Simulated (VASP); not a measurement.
A run of VASP 6.6.1 is set up as follows.

File POSCAR:

```
Sr
1.0
    4.3746502240      0.0000000000      0.0000000000
   -2.1873251120      3.7885582266      0.0000000000
    0.0000000000      0.0000000000      7.2615000000
Sr
2
Direct
    0.3333333333      0.6666666667      0.2500000000
    0.6666666667      0.3333333333      0.7500000000
```

The input INCAR.step1:

```
SYSTEM = Sr
PREC = Accurate
ENCUT = 520
ISMEAR = 0
SIGMA = 0.15
LREAL = .False.
LASPH = .True.
NELM = 60
NBANDS = 17
GGA = PE
ALGO = Normal
EDIFF = 1E-4
LWAVE = .True.
LCHARG = .False.
```

The input INCAR.step2:

```
SYSTEM = Sr
PREC = Accurate
ENCUT = 520
EDIFF = 1E-6
ISMEAR = 0
SIGMA = 0.15
LREAL = .False.
LASPH = .True.
NELM = 60
ALGO = Normal
ISIF = 2
LWAVE = .False.
LCHARG = .False.
METAGGA = R2SCAN
LMIXTAU = .True.
NBANDS = 17
ISTART = 1
```

The input KPOINTS:

```
regular mesh
0
Gamma
  12 12 8
  0 0 0
```

Potentials or basis: VASP PAW PBE potentials, release 64 (Sr_sv).

The run is started by

```sh
$ cat potpaw_PBE.64/Sr_sv/POTCAR > POTCAR
$ cp INCAR.step1 INCAR
$ mpirun -np 1 vasp_std > vasp.out
$ cp INCAR.step2 INCAR
$ mpirun -np 1 vasp_std > vasp.out
```

What does it give for the pressure?

-0.6 GPa.

What does it give for the band gap on the k mesh?

Zero (bands 10 and 11 overlap by 0.46 eV).

Stress tensor (GPa, compression positive):
```
-0.51  0.00  0.00
 0.00 -0.51  0.00
 0.00  0.00 -0.70
```

Caveat: the cell differs from its parent crystal (strain +0.015 along x and y, +0.030 along z); the PAW data sets were made with another functional, which shifts forces and pressure a little.
